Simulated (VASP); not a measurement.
# Al in VASP: a series of runs

Aim: see how the results for Al move with the level of theory and the settings. Levels: RPBE+D4, BLYP+D3(BJ), r2SCAN+D3(BJ), b88 exchange, pbe correlation. Tasks: single point, relaxation of cell and atoms.

Program: VASP 6.6.1. These are calculated values, not measurements. Logs are shortened: lines on timing, memory, paths and dates and some standing lists are left out, and cuts for length are marked.

## (1) The cell of the first run

The typed cell holds 1 atom: a = 2.708 Å, b = 2.823 Å, c = 2.726 Å, α = 109.62°, β = 108.16°, γ = 110.20°.

## (2) Single point, RPBE+D4 (the cell strained at random)

INCAR

```
PREC = Accurate
ENCUT = 520
EDIFF = 1E-6
ISMEAR = 0
SIGMA = 0.1
LREAL = F
LASPH = T
NELM = 80
ALGO = Normal
ISIF = 2
LWAVE = F
LCHARG = F
GGA = RP
IVDW = 13
NBANDS = 8
```

KPOINTS

```
Automatic mesh
0
Gamma
  9 9 9
```

POSCAR

```
Al
1.0
   -1.5709520000      1.5857070000      1.5324440000
    1.6408170000     -1.6156500000      1.6322510000
    1.5566800000      1.6013780000     -1.5623870000
Al
1
Direct
    0.0219460000      0.0319690000     -0.0038380000
```

Potentials or basis: VASP PAW PBE potentials, release 64 (Al).

Run with:

```sh
$ cat potpaw_PBE.64/Al/POTCAR > POTCAR
$ mpirun -np 1 vasp_std > vasp.out
```

OUTCAR:

```text
PREC = Accurate
   ENCUT = 520
   EDIFF = 1E-6
   ISMEAR = 0
   LREAL = F
   LASPH = T
   NELM = 80
   ISIF = 2
   GGA = RP
   IVDW = 13

 ion  position               nearest neighbor table
   1  0.022  0.032  0.996-

  LATTYP: Found a triclinic cell.
 ALAT       =     7.0112541086
 B/A-ratio  =     0.6275674441
 C/A-ratio  =     0.4025757184
 COS(alpha) =     0.0044295267
 COS(beta)  =     0.2748205495
 COS(gamma) =     0.9447223362

  Lattice vectors:

 A1 = (  -6.3251290000,  -0.0013990000,   3.0249670000)
 A2 = (  -3.1276320000,  -0.0156710000,   3.0948310000)
 A3 = (  -1.6408170000,   1.6156500000,  -1.6322510000)

Analysis of symmetry for initial positions (statically):
=====================================================================
 Subroutine PRICEL returns:
 Original cell was already a primitive cell.

 Routine SETGRP: Setting up the symmetry group for a
 triclinic supercell.

 Subroutine GETGRP returns: Found  2 space group operations
 (whereof  1 operations were pure point group operations)
 out of a pool of  2 trial point group operations.

The static configuration has the point symmetry C_1 .
 The point group associated with its full space group is S_2 .

Analysis of symmetry for dynamics (positions and initial velocities):
=====================================================================
 Subroutine PRICEL returns:
 Original cell was already a primitive cell.

 Routine SETGRP: Setting up the symmetry group for a
 triclinic supercell.

 Subroutine GETGRP returns: Found  2 space group operations
 (whereof  1 operations were pure point group operations)
 out of a pool of  2 trial point group operations.

The dynamic configuration has the point symmetry C_1 .
 The point group associated with its full space group is S_2 .

 Subroutine INISYM returns: Found  2 space group operations
 (whereof  1 operations are pure point group operations),
 and found     1 'primitive' translations

----------------------------------------------------------------------------------------

                                     Primitive cell

  volume of cell :      16.1157

  direct lattice vectors                    reciprocal lattice vectors
    -1.570952000  1.585707000  1.532444000    -0.005558567  0.316739482  0.319105784
     1.640817000 -1.615650000  1.632251000     0.306006262  0.004275954  0.309271164
     1.556680000  1.601378000 -1.562387000     0.314237660  0.315136358 -0.003955543

  length of vectors
     2.707534208  2.822560660  2.725567328     0.449647972  0.435093978  0.445052668

  position of ions in fractional coordinates (direct lattice)
     0.021946000  0.031969000  0.996162000

  ion indices of the primitive-cell ions
   primitive index   ion index
                 1           1

----------------------------------------------------------------------------------------

 KPOINTS: Automatic mesh

Automatic generation of k-mesh.
 Grid dimensions read from file:
 generate k-points for:    9    9    9

 Generating k-lattice:

  Cartesian coordinates                     Fractional coordinates (reciprocal lattice)
    -0.000617619  0.035193276  0.035456198     0.111111111  0.000000000 -0.000000000
     0.034000696  0.000475106  0.034363463     0.000000000  0.111111111  0.000000000
     0.034915296  0.035015151 -0.000439505     0.000000000 -0.000000000  0.111111111

  Length of vectors
     0.049960886  0.048343775  0.049450296

  Shift w.r.t. Gamma in fractional coordinates (k-lattice)
     0.000000000  0.000000000  0.000000000

 Subroutine IBZKPT returns following result:
 ===========================================

 Found    365 irreducible k-points:

 Following reciprocal coordinates:
            Coordinates               Weight
  0.000000  0.000000  0.000000      1.000000
  0.111111  0.000000 -0.000000      2.000000
  0.222222  0.000000  0.000000      2.000000
  0.333333 -0.000000  0.000000      2.000000
  0.444444  0.000000  0.000000      2.000000
 -0.000000  0.111111  0.000000      2.000000
[... 16 lines left out ...]
 -0.111111  0.222222 -0.000000      2.000000
 -0.000000  0.333333  0.000000      2.000000
 [... further k-points ...]
   k-points           NKPTS =    365   k-points in BZ     NKDIM =    365   number of bands    NBANDS=      8
   number of dos      NEDOS =    301   number of ions     NIONS =      1
   total plane-waves  NPLWV =   9600
   dimension x,y,z NGX =    20 NGY =   24 NGZ =   20
   dimension x,y,z NGXF=    40 NGYF=   48 NGZF=   40
   ions per type =               1
   NGX,Y,Z   is equivalent  to a cutoff of  12.28, 14.14, 12.20 a.u.
   NGXF,Y,Z  is equivalent  to a cutoff of  24.56, 28.27, 24.40 a.u.
 SYSTEM =  unknown system
   PREC   = accura    normal or accurate (medium, high low for compatibility)
   ISTART =      0    job   : 0-new  1-cont  2-samecut
   ICHARG =      2    charge: 1-file 2-atom 10-const
   ISPIN  =      1    spin polarized calculation?
   LNONCOLLINEAR =      F non collinear calculations
   LSORBIT =      F    spin-orbit coupling
   LASPH  =      T    aspherical Exc in radial PAW
   ENCUT  =  520.0 eV  38.22 Ry    6.18 a.u.   5.03  5.25  5.07*2*pi/ulx,y,z
   NELM   =     80;   NELMIN=  2; NELMDL= -5     # of ELM steps
   EDIFF  = 0.1E-05   stopping-criterion for ELM
   LREAL  =      F    real-space projection
   EDIFFG = 0.1E-04   stopping-criterion for IOM
   NSW    =      0    number of steps for IOM
   IBRION =     -1    ionic relax: 0-MD 1-quasi-New 2-CG
   NFREE  =      0    steps in history (QN), initial steepest desc. (CG)
   ISIF   =      2    stress and relaxation
   ISYM   =      2    0-nonsym 1-usesym 2-fastsym
   POTIM  = 0.5000    time-step for ionic-motion
   TEBEG  =    0.0;   TEEND  =   0.0 temperature during run
   PSTRESS=    0.0 pullay stress
   NELECT =       3.0000    total number of electrons
   NUPDOWN=      -1.0000    fix difference up-down
   EMIN   =  10.00;   EMAX   =-10.00  energy-range for DOS
   EFERMI =   0.00;   METHOD = LEGACY
   ISMEAR =     0;   SIGMA  =   0.10  broadening in eV -4-tet -1-fermi 0-gaus
   EFERMI_NEDOS =   21; number of points for ismear=-14 and -15
   IALGO  =     38    algorithm
   IMIX   =      4    mixing-type and parameters
     AMIX     =   0.40;   BMIX     =  1.00
     AMIX_MAG =   1.60;   BMIX_MAG =  1.00
  volume/ion in A,a.u.               =      16.12       108.75
  Fermi-wavevector in a.u.,A,eV,Ry     =   0.934757  1.766435 11.888371  0.873771
  Thomas-Fermi vector in A             =   2.061595
   LORBIT       =      0    0 simple, 1 ext, 2 COOP (PROOUT), +10 PAW based schemes
   GGA     = RP    functional components
   LHFCALC =     F    Hartree Fock is set to
   AEXX    =    0.0000 exact exchange contribution
   IVDW    =    13    specifies the selected vdW correction
   LEPSILON=     F    determine dielectric tensor
   LRPA    =     F    only Hartree local field effects (RPA)
 non-spin polarized calculation
 Gauss-broadening in eV      SIGMA  =   0.10
  energy-cutoff  :      520.00
  volume of cell :       16.12
 maximum number of plane-waves:       444
   NGX =  9   NGY = 11   NGZ = 11

 number of electron       3.0000000 magnetization

 Free energy of the ion-electron system (eV)
  ---------------------------------------------------
  ext. energy  EPLUGINS =         0.00000000
  ---------------------------------------------------
  free energy    TOTEN  =        -3.38562162 eV

  energy without entropy =       -3.38319023  energy(sigma->0) =       -3.38440593

 E-fermi :   8.3807     XC(G=0): -10.2301

 val. band max:        8.3541530874   @ k =  -0.4444   0.1111   0.3333
 cond. band min:       8.3883540738   @ k =   0.2222   0.2222   0.2222
 fundamental gap:      0.0342009864
 Fermi energy:         8.3806870686

 k-point     1 :       0.0000    0.0000    0.0000
  band No.  band energies     occupation
      1      -2.9550      2.00000
      2      21.3522      0.00000
      3      21.5077      0.00000
      4      22.1010      0.00000
      5      22.7936      0.00000
      6      23.5120      0.00000
      7      23.9638      0.00000
      8      24.8006      0.00000

 k-point     2 :       0.1111    0.0000   -0.0000
  band No.  band energies     occupation
      1      -2.5857      2.00000
      2      18.8651      0.00000
      3      19.7555      0.00000
      4      20.3866      0.00000
      5      22.2409      0.00000
      6      23.1541      0.00000
      7      24.3488      0.00000
      8      24.8211      0.00000

 k-point     3 :       0.2222    0.0000    0.0000
  band No.  band energies     occupation
      1      -1.4837      2.00000
      2      14.2032      0.00000
      3      18.0307      0.00000
      4      18.5168      0.00000
      5      20.5387      0.00000
      6      21.7333      0.00000
      7      25.5762      0.00000
      8      25.7741      0.00000

 k-point     4 :       0.3333   -0.0000    0.0000
  band No.  band energies     occupation
      1       0.3331      2.00000
      2       9.8474      0.00000
      3      16.8711      0.00000
      4      17.1671      0.00000
      5      19.3066      0.00000
      6      20.6132      0.00000
      7      26.9734      0.00000
      8      27.6688      0.00000

 k-point     5 :       0.4444    0.0000    0.0000
  band No.  band energies     occupation
      1       2.8237      2.00000
      2       6.0710      2.00000
      3      16.2954      0.00000
      4      16.4704      0.00000
      5      18.6817      0.00000
      6      19.9963      0.00000
      7      28.6415      0.00000
      8      30.0177      0.00000

 k-point     6 :      -0.0000    0.1111    0.0000
  band No.  band energies     occupation
      1      -2.6091      2.00000
      2      17.7105      0.00000
      3      20.2752      0.00000
      4      20.4675      0.00000
      5      22.3098      0.00000
      6      23.5109      0.00000
      7      24.9848      0.00000
      8      25.6859      0.00000

 k-point     7 :       0.1111    0.1111   -0.0000
  band No.  band energies     occupation
      1      -1.8832      2.00000
      2      15.5274      0.00000
      3      16.8071      0.00000
      4      19.2978      0.00000
      5      22.2525      0.00000
      6      23.3305      0.00000
      7      25.0961      0.00000
      8      25.5185      0.00000
[... 133 lines left out ...]
 k-point    20 :      -0.4444    0.2222   -0.0000
  band No.  band energies     occupation
      1       1.3974      2.00000
      2      10.0347      0.00000
      3      10.8049      0.00000
      4      17.1534      0.00000
      5      22.6721      0.00000
      6      22.9978      0.00000
      7      26.9436      0.00000
      8      27.5830      0.00000

 k-point    21 :      -0.3333    0.2222   -0.0000
  band No.  band energies     occupation
      1      -0.4238      2.00000
      2      11.5363      0.00000
      3      14.9763      0.00000
      4      18.3737      0.00000
      5      21.2541      0.00000
      6      22.8674      0.00000
      7      24.9407      0.00000
      8      27.5564      0.00000

 k-point    22 :      -0.2222    0.2222   -0.0000
  band No.  band energies     occupation
      1      -1.5369      2.00000
      2      13.5984      0.00000
      3      18.5053      0.00000
      4      18.8009      0.00000
      5      20.7768      0.00000
      6      21.9468      0.00000
      7      25.9204      0.00000
      8      26.0025      0.00000

 k-point    23 :      -0.1111    0.2222   -0.0000
  band No.  band energies     occupation
      1      -1.9233      2.00000
      2      15.6011      0.00000
      3      16.3713      0.00000
      4      19.1780      0.00000
      5      22.6285      0.00000
      6      23.5203      0.00000
      7      25.9603      0.00000
      8      25.9903      0.00000

 k-point    24 :      -0.0000    0.3333    0.0000
  band No.  band energies     occupation
      1       0.1282      2.00000
      2       9.0502      0.00000
      3      17.4352      0.00000
      4      17.7581      0.00000
      5      19.4072      0.00000
      6      21.0893      0.00000
      7      28.2923      0.00000
      8      28.5784      0.00000

 [... further k-points ...]

------------------------ aborting loop because EDIFF is reached ----------------------------------------

  DFT-D4 for vdW energy calculation

  Edisp (eV):   -0.67366

  FORCE on cell =-STRESS in cart. coord.  units (eV):
  Direction    XX          YY          ZZ          XY          YZ          ZX
  --------------------------------------------------------------------------------------
  -------------------------------------------------------------------------------------
  Total      -0.14355    -0.09020    -0.11250     0.00676     0.15196    -0.19239
  in kB     -14.27170    -8.96720   -11.18445     0.67252    15.10785   -19.12716
  external pressure =      -11.47 kB  Pullay stress =        0.00 kB

 VOLUME and BASIS-vectors are now :
 -----------------------------------------------------------------------------
  energy-cutoff  :      520.00
  volume of cell :       16.12
      direct lattice vectors                 reciprocal lattice vectors
    -1.570952000  1.585707000  1.532444000    -0.005558567  0.316739482  0.319105784
     1.640817000 -1.615650000  1.632251000     0.306006262  0.004275954  0.309271164
     1.556680000  1.601378000 -1.562387000     0.314237660  0.315136358 -0.003955543

 POSITION                                       TOTAL-FORCE (eV/Angst)
 -----------------------------------------------------------------------------------
      1.56868      1.57838     -1.47058         0.000000     -0.000000      0.000000
 -----------------------------------------------------------------------------------
    total drift:                               -0.000000      0.000001     -0.000000

  FREE ENERGIE OF THE ION-ELECTRON SYSTEM (eV)
  ---------------------------------------------------
  free  energy   TOTEN  =        -4.0592814246 eV

  energy  without entropy=       -4.0568500324  energy(sigma->0) =       -4.05806573
```

Run time: 32 s. Hardware: 1 thread of Intel Xeon Platinum 8488C (Sapphire Rapids), shared host; peak memory 0.15 GiB.

What came out:

```yaml
Free_energy: -4.0593 eV
Pressure: -1.1 GPa
Band_gap_on_the_k_mesh: zero (an odd number of electrons rules out a gap without spin polarisation)
Dispersion_energy_per_atom: -0.674 eV
```

Caveat: the cell differs from its parent crystal (the cell strained at random); the PAW data sets were made with another functional, which shifts forces and pressure a little.

## (3) Single point, BLYP+D3(BJ) (the cell strained at random)

INCAR

```
PREC = Accurate ; ENCUT = 520
EDIFF = 1E-7 ; ISMEAR = 1
SIGMA = 0.1 ; LREAL = False
LASPH = True ; NELM = 100
ALGO = Normal ; ISIF = 2
LWAVE = False ; LCHARG = False
GGA = B5 ; ALDAX = 1.0
AGGAX = 1.0 ; AGGAC = 1.0
ALDAC = 0.0 ; IVDW = 12
VDW_S6 = 1.0 ; VDW_S8 = 2.6996
VDW_A1 = 0.4298 ; VDW_A2 = 4.2359
NBANDS = 8
```

KPOINTS is that of step 2.

POSCAR

```
Al
1.0
   -1.5799560000      1.5569240000      1.5602200000
    1.6027630000     -1.5786560000      1.6047580000
    1.6124200000      1.6111200000     -1.5819520000
Al
1
Direct
    0.0000000000      0.0000000000      0.0000000000
```

Potentials or basis: VASP PAW PBE potentials, release 64 (Al).

Run with:

```sh
$ cat potpaw_PBE.64/Al/POTCAR > POTCAR
$ mpirun -np 1 vasp_std > vasp.out
```

OUTCAR:

```text
PREC = Accurate
   ENCUT = 520
   EDIFF = 1E-7
   ISMEAR = 1
   LREAL = False
   LASPH = True
   NELM = 100
   ISIF = 2
   GGA = B5
   IVDW = 12
 IVDW          = 12

 ion  position               nearest neighbor table
   1  0.000  0.000  0.000-

  LATTYP: Found a triclinic cell.
 ALAT       =     7.1174361259
 B/A-ratio  =     0.6334960053
 C/A-ratio  =     0.3810261320
 COS(alpha) =     0.0017163860
 COS(beta)  =     0.2532993870
 COS(gamma) =     0.9499331662

  Lattice vectors:

 A1 = (  -0.0131500000,   3.2115080000,  -6.3516880000)
 A2 = (   0.0096570000,   3.1897760000,  -3.1867100000)
 A3 = (   1.5799560000,  -1.5569240000,  -1.5602200000)

Analysis of symmetry for initial positions (statically):
=====================================================================
 Subroutine PRICEL returns:
 Original cell was already a primitive cell.

 Routine SETGRP: Setting up the symmetry group for a
 triclinic supercell.

 Subroutine GETGRP returns: Found  2 space group operations
 (whereof  2 operations were pure point group operations)
 out of a pool of  2 trial point group operations.

[... 163 lines left out ...]
 cond. band min:       8.7391071635   @ k =  -0.2222   0.1111   0.4444
 fundamental gap:      0.0205339106
 Fermi energy:         8.7389116478

 k-point     1 :       0.0000    0.0000    0.0000
  band No.  band energies     occupation
      1      -2.5503      2.00000
      2      21.7583      0.00000
      3      21.9717      0.00000
      4      22.3252      0.00000
      5      23.0915      0.00000
      6      23.3194      0.00000
      7      23.9186      0.00000
      8      25.1912      0.00000
[... 243 lines left out ...]
 k-point    24 :       0.0000    0.3333   -0.0000
  band No.  band energies     occupation
      1       0.5998      2.00000
      2       9.6948     -0.00000
      3      17.6146      0.00000
      4      17.9182      0.00000
      5      19.8569      0.00000
      6      21.2141      0.00000
      7      27.7106      0.00000
      8      28.2686      0.00000

 [... further k-points ...]

------------------------ aborting loop because EDIFF is reached ----------------------------------------

 Edisp (eV)   -0.79266

 E8    (eV) :    -0.5891

  FORCE on cell =-STRESS in cart. coord.  units (eV):
  Direction    XX          YY          ZZ          XY          YZ          ZX
  --------------------------------------------------------------------------------------
  -------------------------------------------------------------------------------------
  Total       0.07099    -0.09503    -0.16604    -0.05569     0.09847    -0.05161
  in kB       7.05777    -9.44795   -16.50705    -5.53683     9.79006    -5.13078
  external pressure =       -6.30 kB  Pullay stress =        0.00 kB

 VOLUME and BASIS-vectors are now :
 -----------------------------------------------------------------------------
  energy-cutoff  :      520.00
  volume of cell :       16.12
      direct lattice vectors                 reciprocal lattice vectors
    -1.579956000  1.556924000  1.560220000    -0.005466695  0.317890838  0.318180121
     1.602763000 -1.578656000  1.604758000     0.308809184 -0.001012389  0.313725716
     1.612420000  1.611120000 -1.581952000     0.307869494  0.312496841 -0.000072796

 POSITION                                       TOTAL-FORCE (eV/Angst)
 -----------------------------------------------------------------------------------
      0.00000      0.00000      0.00000         0.000000      0.000000      0.000000
 -----------------------------------------------------------------------------------
    total drift:                               -0.000000     -0.000000      0.000000

  FREE ENERGIE OF THE ION-ELECTRON SYSTEM (eV)
  ---------------------------------------------------
  free  energy   TOTEN  =        -3.3614123724 eV

  energy  without entropy=       -3.3612810560  energy(sigma->0) =       -3.36136860
```

Run time: 32 s. Hardware: 1 thread of Intel Xeon Platinum 8488C (Sapphire Rapids), shared host; peak memory 0.16 GiB.

What came out:

* Free energy: -3.3614 eV
* Pressure: -0.6 GPa
* Band gap on the k mesh: zero (an odd number of electrons rules out a gap without spin polarisation)
* Dispersion energy per atom: -0.793 eV

Caveat: the cell differs from its parent crystal (the cell strained at random); the PAW data sets were made with another functional, which shifts forces and pressure a little.

(Part 1 of 2 ends here.)
